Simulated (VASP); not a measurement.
The system is CoSi.

```xyz
2
Lattice="2.7813 0.0000 0.0000 0.0000 2.7813 0.0000 0.0000 0.0000 2.7813" Properties=species:S:1:pos:R:3 pbc="T T T"
Co    0.0000    0.0000    0.0000
Si    1.3907    1.3907    1.3907
```

Base run:

```yaml
Program: VASP 6.6.1
Functional: PBEsol
Potentials_or_basis: VASP PAW PBE potentials, release 64 (Co, Si)
Cutoff: 520 eV
k_mesh: 10 × 10 × 10
Occupations: fermi-dirac, width 0.05 eV
Spin: collinear spin, ferromagnetic start
Starting_moments: "[2.0, 0.0] μB"
```

Its results: pressure -6.4 GPa; net moment 0.52 μB per cell; site moments Co +0.52; Si +0.01 μB.

After a change of settings the same cell gave: pressure 0.6 GPa; net moment 0.54 μB per cell; site moments Co +0.54; Si +0.01 μB. Which change was it?
A. functional from PBEsol to B3LYP; k mesh from 10 × 10 × 10 to 5 × 5 × 5
B. functional from PBEsol to PBE
C. functional from PBEsol to PBEsol-based screened hybrid; k mesh from 10 × 10 × 10 to 5 × 5 × 5
D. functional from PBEsol to PBE-based screened hybrid; k mesh from 10 × 10 × 10 to 5 × 5 × 5

B.

PBE binds less tightly than PBEsol, so the same cell stands under more pressure.

Caveats: the PAW data sets were made with another functional, which shifts forces and pressure a little (some runs).
